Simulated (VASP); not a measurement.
# CdS in VASP: further runs, part 2 of 2

VASP 6.6.1. The steps go on from the part before.

## Step 4: Single point, PBE, collinear spin

This run uses another cell than the first one.

File INCAR:

```
SYSTEM = CdS
PREC = Accurate ; ENCUT = 520
EDIFF = 1E-7 ; ISMEAR = 0
SIGMA = 0.05 ; LREAL = .False.
LASPH = .True. ; NELM = 150
ALGO = Normal ; ISIF = 2
LWAVE = .False. ; LCHARG = .False.
ISPIN = 2 ; MAGMOM = 0.5 0.5
LORBIT = 11 ; GGA = PE
NBANDS = 20
```

File KPOINTS:

```
Automatic mesh
0
Gamma
  1 1 26
  0 0 0
```

File POSCAR:

```
CdS
1.0
   11.1000000000      0.0000000000      0.0000000000
    0.0000000000      9.3000000000      0.0000000000
    0.0000000000      0.0000000000      2.4481701302
Cd S
1 1
Direct
    0.4063677921      0.5000000000      0.0000000000
    0.5936322079      0.5000000000      0.5000000000
```

Potentials or basis: VASP PAW PBE potentials, release 64 (Cd, S).

Command:

```bash
$ cat potpaw_PBE.64/Cd/POTCAR potpaw_PBE.64/S/POTCAR > POTCAR
$ mpirun -np 1 vasp_std > vasp.out
```

OUTCAR:

```text
SYSTEM = CdS
   PREC = Accurate
   ENCUT = 520
   EDIFF = 1E-7
   ISMEAR = 0
   LREAL = .False.
   LASPH = .True.
   NELM = 150
   ISIF = 2
   ISPIN = 2
   LORBIT = 11
   GGA = PE

 ion  position               nearest neighbor table
   1  0.406  0.500  0.000-   2 2.41   2 2.41
   2  0.594  0.500  0.500-   1 2.41   1 2.41

  LATTYP: Found a simple orthorhombic cell.
 ALAT       =     2.4481701302
 B/A-ratio  =     3.7987556033
 C/A-ratio  =     4.5339986233

  Lattice vectors:

 A1 = (   0.0000000000,   0.0000000000,  -2.4481701302)
 A2 = (   0.0000000000,   9.3000000000,   0.0000000000)
 A3 = (  11.1000000000,   0.0000000000,   0.0000000000)

Analysis of symmetry for initial positions (statically):
=====================================================================
 Subroutine PRICEL returns:
 Original cell was already a primitive cell.

 Routine SETGRP: Setting up the symmetry group for a
 simple orthorhombic supercell.

 Subroutine GETGRP returns: Found  4 space group operations
 (whereof  4 operations were pure point group operations)
 out of a pool of  8 trial point group operations.

The static configuration has the point symmetry C_2v.

Analysis of symmetry for dynamics (positions and initial velocities):
=====================================================================
 Subroutine PRICEL returns:
 Original cell was already a primitive cell.

 Routine SETGRP: Setting up the symmetry group for a
 simple orthorhombic supercell.

 Subroutine GETGRP returns: Found  4 space group operations
 (whereof  4 operations were pure point group operations)
 out of a pool of  8 trial point group operations.

The dynamic configuration has the point symmetry C_2v.

Analysis of structural, dynamic, and magnetic symmetry:
=====================================================================
 Subroutine PRICEL returns:
 Original cell was already a primitive cell.

 Routine SETGRP: Setting up the symmetry group for a
 simple orthorhombic supercell.

 Subroutine GETGRP returns: Found  4 space group operations
 (whereof  4 operations were pure point group operations)
 out of a pool of  8 trial point group operations.

The overall configuration has the point symmetry C_2v.

 Subroutine INISYM returns: Found  4 space group operations
 (whereof  4 operations are pure point group operations),
 and found     1 'primitive' translations

----------------------------------------------------------------------------------------

                                     Primitive cell

  volume of cell :     252.7246

  direct lattice vectors                    reciprocal lattice vectors
    11.100000000  0.000000000  0.000000000     0.090090090  0.000000000  0.000000000
     0.000000000  9.300000000  0.000000000     0.000000000  0.107526882  0.000000000
     0.000000000  0.000000000  2.448170130     0.000000000  0.000000000  0.408468344

  length of vectors
    11.100000000  9.300000000  2.448170130     0.090090090  0.107526882  0.408468344

  position of ions in fractional coordinates (direct lattice)
     0.406367792  0.500000000  0.000000000
     0.593632208  0.500000000  0.500000000

[... 55 lines left out ...]
 SYSTEM =  CdS
   PREC   = accura    normal or accurate (medium, high low for compatibility)
   ISTART =      0    job   : 0-new  1-cont  2-samecut
   ICHARG =      2    charge: 1-file 2-atom 10-const
   ISPIN  =      2    spin polarized calculation?
   LNONCOLLINEAR =      F non collinear calculations
   LSORBIT =      F    spin-orbit coupling
   LASPH  =      T    aspherical Exc in radial PAW
   ENCUT  =  520.0 eV  38.22 Ry    6.18 a.u.  20.64 17.29  4.55*2*pi/ulx,y,z
   NELM   =    150;   NELMIN=  2; NELMDL= -5     # of ELM steps
   EDIFF  = 0.1E-06   stopping-criterion for ELM
   LREAL  =      F    real-space projection
   EDIFFG = 0.1E-05   stopping-criterion for IOM
   NSW    =      0    number of steps for IOM
   IBRION =     -1    ionic relax: 0-MD 1-quasi-New 2-CG
   NFREE  =      0    steps in history (QN), initial steepest desc. (CG)
   ISIF   =      2    stress and relaxation
   ISYM   =      2    0-nonsym 1-usesym 2-fastsym
   POTIM  = 0.5000    time-step for ionic-motion
   TEBEG  =    0.0;   TEEND  =   0.0 temperature during run
   PSTRESS=    0.0 pullay stress
   NELECT =      18.0000    total number of electrons
   NUPDOWN=      -1.0000    fix difference up-down
   EMIN   =  10.00;   EMAX   =-10.00  energy-range for DOS
   EFERMI =   0.00;   METHOD = LEGACY
   ISMEAR =     0;   SIGMA  =   0.05  broadening in eV -4-tet -1-fermi 0-gaus
   EFERMI_NEDOS =   21; number of points for ismear=-14 and -15
   IALGO  =     38    algorithm
   IMIX   =      4    mixing-type and parameters
     AMIX     =   0.40;   BMIX     =  1.00
     AMIX_MAG =   1.60;   BMIX_MAG =  1.00
  volume/ion in A,a.u.               =     126.36       852.73
  Fermi-wavevector in a.u.,A,eV,Ry     =   0.678604  1.282376  6.265531  0.460504
  Thomas-Fermi vector in A             =   1.756557
   LORBIT       =     11    0 simple, 1 ext, 2 COOP (PROOUT), +10 PAW based schemes
   GGA     = PE    functional components
   LHFCALC =     F    Hartree Fock is set to
   AEXX    =    0.0000 exact exchange contribution
   IVDW    =     0    specifies the selected vdW correction
   LEPSILON=     F    determine dielectric tensor
   LRPA    =     F    only Hartree local field effects (RPA)
 spin polarized calculation
 Gauss-broadening in eV      SIGMA  =   0.05
  energy-cutoff  :      520.00
  volume of cell :      252.72
 maximum number of plane-waves:      6855
 NGX is ok and might be reduce to    84
   NGX = 41   NGY = 35   NGZ =  9

 number of electron      17.9999997 magnetization       0.1323881

 Free energy of the ion-electron system (eV)
  ---------------------------------------------------
  ext. energy  EPLUGINS =         0.00000000
  ---------------------------------------------------
  free energy    TOTEN  =        -3.25627984 eV

  energy without entropy =       -3.25381622  energy(sigma->0) =       -3.25504803

 E-fermi :  -3.5669     XC(G=0):  -2.7817

 val. band max:       -3.6052875743   @ k =   0.0000   0.0000   0.2308
 cond. band min:      -3.5606093098   @ k =   0.0000   0.0000   0.2308
 fundamental gap:      0.0446782646
 Fermi energy:        -3.5669461513

 spin component 1

 k-point     1 :       0.0000    0.0000    0.0000
  band No.  band energies     occupation
      1     -18.1869      1.00000
      2     -14.5575      1.00000
      3     -12.5002      1.00000
      4     -12.3293      1.00000
      5     -11.5808      1.00000
      6     -11.4946      1.00000
[... 298 lines left out ...]
      6     -11.3413      1.00000
[... 12 lines left out ...]
     19       7.5103      0.00000
     20       7.5823      0.00000
 Fermi energy:        -3.5669461513

 spin component 2

 k-point     1 :       0.0000    0.0000    0.0000
  band No.  band energies     occupation
      1     -18.1086      1.00000
      2     -14.5537      1.00000
      3     -12.4931      1.00000
      4     -12.3197      1.00000
      5     -11.5754      1.00000
      6     -11.4911      1.00000
[... 311 lines left out ...]
     19       7.5220      0.00000
     20       7.5981      0.00000

------------------------ aborting loop because EDIFF is reached ----------------------------------------

  FORCE on cell =-STRESS in cart. coord.  units (eV):
  Direction    XX          YY          ZZ          XY          YZ          ZX
  --------------------------------------------------------------------------------------
  -------------------------------------------------------------------------------------
  Total        4.9266808     -0.0019169      8.5718149      0.0000000      0.0000000      0.0000000
  in kB       31.2332721     -0.0121525     54.3420285      0.0000000      0.0000000      0.0000000
  external PRESSURE =      28.5210494 kB  Pullay stress =       0.0000000 kB

 VOLUME and BASIS-vectors are now :
 -----------------------------------------------------------------------------
  energy-cutoff  :      520.00
  volume of cell :      252.72
      direct lattice vectors                 reciprocal lattice vectors
    11.100000000  0.000000000  0.000000000     0.090090090  0.000000000  0.000000000
     0.000000000  9.300000000  0.000000000     0.000000000  0.107526882  0.000000000
     0.000000000  0.000000000  2.448170130     0.000000000  0.000000000  0.408468344

 POSITION                                       TOTAL-FORCE (eV/Angst)
 -----------------------------------------------------------------------------------
      4.51068      4.65000      0.00000        -2.386790      0.000000      0.000000
      6.58932      4.65000      1.22409         2.386790      0.000000      0.000000
 -----------------------------------------------------------------------------------
    total drift:                                0.000129      0.000000      0.000001

  FREE ENERGIE OF THE ION-ELECTRON SYSTEM (eV)
  ---------------------------------------------------
  free  energy   TOTEN  =        -3.2562798398 eV

  energy  without entropy=       -3.2538162216  energy(sigma->0) =       -3.25504803

 total charge

# of ion       s       p       d       tot
------------------------------------------
    1        0.600   0.383   9.530  10.513
    2        1.396   2.239   0.000   3.636
--------------------------------------------------
tot          1.996   2.623   9.530  14.149

 magnetization (x)

# of ion       s       p       d       tot
------------------------------------------
    1        0.004   0.001   0.002   0.007
    2        0.002   0.072   0.000   0.074
--------------------------------------------------
tot          0.006   0.073   0.002   0.081
```

stdout:

```text
POSCAR found type information on POSCAR CdS
 POSCAR found :  2 types and       2 ions
 scaLAPACK will be used
 LDA part: xc-table for (Slater+PW92), standard interpolation
 POSCAR, INCAR and KPOINTS ok, starting setup
 FFT: planning ... GRIDC
 FFT: planning ... GRID_SOFT
 FFT: planning ... GRID
 WAVECAR not read
 entering main loop
```

Run time: 5.9 min. Hardware: 1 thread of Intel Xeon 8259CL, shared host; peak memory 0.44 GiB.

What came out:

| Item | Value |
| --- | --- |
| Free energy | -3.2563 eV |
| Largest force | 2.387 eV/Å |
| Net moment | 0.13 μB per cell |
| Site moments | Cd +0.01; S +0.07 μB |
| Valence electrons inside the program's atomic spheres | Cd 10.51; S 3.64 |

Forces on the atoms (eV/Å):
```
Cd  -2.387  0.000  0.000
S    2.387  0.000  0.000
```

Levels at points of the mesh, in eV from the Fermi level:
Spin up:
| k point | band 6 | band 7 | band 8 | band 9 | band 10 | band 11 | band 12 | band 13 |
| --- | --- | --- | --- | --- | --- | --- | --- | --- |
| (0.00, 0.00, 0.00) | -7.93 | -5.48 | -3.14 | -1.51 | 1.76 | 4.03 | 4.40 | 4.95 |
| (0.00, 0.00, 0.50) | -7.77 | -5.48 | -1.41 | -0.11 | 3.87 | 3.96 | 5.97 | 6.68 |
Spin down:
```tsv
k point	band 6	band 7	band 8	band 9	band 10	band 11	band 12	band 13
(0.00, 0.00, 0.00)	-7.92	-5.44	-2.99	-1.47	1.79	4.05	4.41	5.00
(0.00, 0.00, 0.50)	-7.77	-5.46	-1.36	0.11	3.88	3.99	5.99	6.71
```

## Step 5: Summary

```csv
cell,k mesh,gap on the mesh (eV),moment (μB),largest force (eV/Å)
"a = 9.000, b = 9.300, c = 4.619 Å, 2 atoms, atomic positions A",1 × 1 × 14,0.96,0.00,3.47
"a = 10.000, b = 9.300, c = 4.157 Å, 2 atoms, atomic positions B",1 × 1 × 16,2.21,0.00,0.11
"a = 11.100, b = 9.300, c = 2.448 Å, 2 atoms, atomic positions C",1 × 1 × 26,none,0.13,2.39
```

Alike in all rows: task single point; level PBE; potentials or basis VASP PAW PBE potentials, release 64 (Cd, S); spin collinear; cutoff (eV) 520; smearing gaussian 0.05 eV.

Absolute energies hang on the potentials; compare differences alone.
